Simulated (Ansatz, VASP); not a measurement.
# KCa2Se6 in VASP and in Ansatz

INCAR

```
SYSTEM = KCa2Se6
ALGO = Normal
EDIFF = 1E-6
ENCUT = 520
GGA = PE
ISIF = 2
ISMEAR = 0
LASPH = .True.
LCHARG = .False.
LREAL = .False.
LWAVE = .False.
NBANDS = 42
NELM = 100
PREC = Accurate
SIGMA = 0.1
```

KPOINTS

```
k-points
0
Gamma
  3 3 4
  0 0 0
```

The input POSCAR:

```
KCa2Se6
1.0
    7.4985556000      0.0000000000      0.0000000000
   -3.7492778000      6.4939396400      0.0000000000
    0.0000000000      0.0000000000      6.3422433100
K Ca Se
1 2 6
Direct
    0.0000000000      0.0000000000      0.0000000000
    0.3333333300      0.6666666700      0.5000000000
    0.6666666700      0.3333333300      0.5000000000
    0.0000000000      0.6806309800      0.7660099900
    0.0000000000      0.3193690200      0.2339900100
    0.3193690200      0.3193690200      0.7660099900
    0.6806309800      0.6806309800      0.2339900100
    0.3193690200      0.0000000000      0.2339900100
    0.6806309800      0.0000000000      0.7660099900
```

Input for Ansatz:

```yaml
crystal:
  lattice:
    - [7.4985556, 0.0, 0.0]
    - [-3.7492778, 6.49393964, 0.0]
    - [0.0, 0.0, 6.34224331]
  atoms:
    - { symbol: K, position: [0.0, 0.0, 0.0] }
    - { symbol: Ca, position: [0.33333333, 0.66666667, 0.5] }
    - { symbol: Ca, position: [0.66666667, 0.33333333, 0.5] }
    - { symbol: Se, position: [0.0, 0.68063098, 0.76600999] }
    - { symbol: Se, position: [0.0, 0.31936902, 0.23399001] }
    - { symbol: Se, position: [0.31936902, 0.31936902, 0.76600999] }
    - { symbol: Se, position: [0.68063098, 0.68063098, 0.23399001] }
    - { symbol: Se, position: [0.31936902, 0.0, 0.23399001] }
    - { symbol: Se, position: [0.68063098, 0.0, 0.76600999] }
basis:
  ecutwfc: 420
kpoints:
  mp_grid: { grid: [3, 3, 4] }
hamiltonian:
  xc: pbe
scf:
  occupations: { method: gaussian, width: 0.1 }
  lower_state_search: "off"
output:
  forces: true
  stress: true
  eigenvalues: true
```

Change from the starting cell: species swapped into the Ba2CaI6 type (P-31m, No. 162).

Alike in both runs: task single point; functional PBE; k mesh 3 × 3 × 4; occupations gaussian, width 0.1 eV; no spin polarisation.

|  | VASP | Ansatz |
| --- | --- | --- |
| version | VASP 6.6.1 | Ansatz 0.2.0 |
| potentials or method | VASP PAW PBE potentials, release 64 (K_sv, Ca_sv, Se), cutoff 520 eV | scalar-relativistic, plane waves, PAW |
| valence electrons in the cell | 65 | 125 |

|  | VASP | Ansatz | Ansatz less VASP |
| --- | --- | --- | --- |
| gap on the k mesh at the Fermi level (eV) | none | none | - |
| pressure (GPa) | -0.3 | -0.4 | -0.09 |
| traceless stress, the component that is largest in VASP (GPa) | -2.20 | -2.19 | +0.014 |
| rms of the force components (eV/Å) | 0.621 | 0.615 | -0.0053 |

Atom by atom the forces differ by 0.006 eV/Å (rms over components). A gap of «none» marks a metal or a gap that the smearing closes. VASP's potentials hold 65 valence electrons a cell and Ansatz's 125, so a difference there can come from the potentials and not from the codes.
